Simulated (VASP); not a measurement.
Set up this calculation in VASP 6.6.1, as the native input.

* Task: single point
* Functional: PBE
* Potentials or basis: VASP PAW PBE potentials, release 64 (Ni_sv_GW, O)
* Cutoff: 700 eV
* k mesh: 11 × 11 × 11
* Occupations: fermi-dirac, width 0.05 eV
* Spin: collinear spin, ferromagnetic start
* Starting moments: [1.0, 0.0] μB
* Hubbard terms: Ni d U = 1.0 eV
* Dipole correction: no
* Further INCAR settings: ALGO = Normal; EDIFF = 1e-06; NBANDS = 23

The structure of NiO lies in POSCAR:

```
NiO
1.0
    0.0000000000      2.0913095100      2.0913095100
    2.0913095100      0.0000000000      2.0913095100
    2.0913095100      2.0913095100      0.0000000000
Ni O
1 1
Direct
    0.0000000000      0.0000000000      0.0000000000
    0.5000000000      0.5000000000      0.5000000000
```

These files were run (other wordings do the same):

INCAR

```
SYSTEM = NiO
ALGO = Normal
EDIFF = 1E-6
ENCUT = 700
GGA = PE
GGA_COMPAT = .False.
ISIF = 2
ISMEAR = -1
ISPIN = 2
LASPH = .True.
LCHARG = .False.
LDAU = .True.
LDAUJ = 0 0
LDAUL = 2 -1
LDAUPRINT = 1
LDAUTYPE = 2
LDAUU = 1 0
LMAXMIX = 4
LORBIT = 11
LREAL = .False.
LWAVE = .False.
MAGMOM = 1 0
NBANDS = 23
NELM = 200
PREC = Accurate
SIGMA = 0.05
```

KPOINTS

```
k-points
0
Gamma
  11 11 11
  0 0 0
```

Potentials or basis: VASP PAW PBE potentials, release 64 (Ni_sv_GW, O).

Run with:

```bash
$ cat potpaw_PBE.64/Ni_sv_GW/POTCAR potpaw_PBE.64/O/POTCAR > POTCAR
$ mpirun -np 1 vasp_std > vasp.out
```

Results of the run:

The pressure is 6.5 GPa, the band gap on the k mesh is zero (filled and empty bands overlap) and the net moment is 1.98 μB per cell. The site moments are Ni +1.64; O +0.29 μB and the valence electrons inside the program's atomic spheres are Ni 16.13; O 5.00.

Caveat: the cell stands under pressure; a cell with one magnetic atom can't hold antiferromagnetic order, which such compounds often take.

It took 74 s on 1 thread of Intel(R) Xeon(R) 6975P-C (Granite Rapids), on a shared host, peak memory 0.22 GiB.
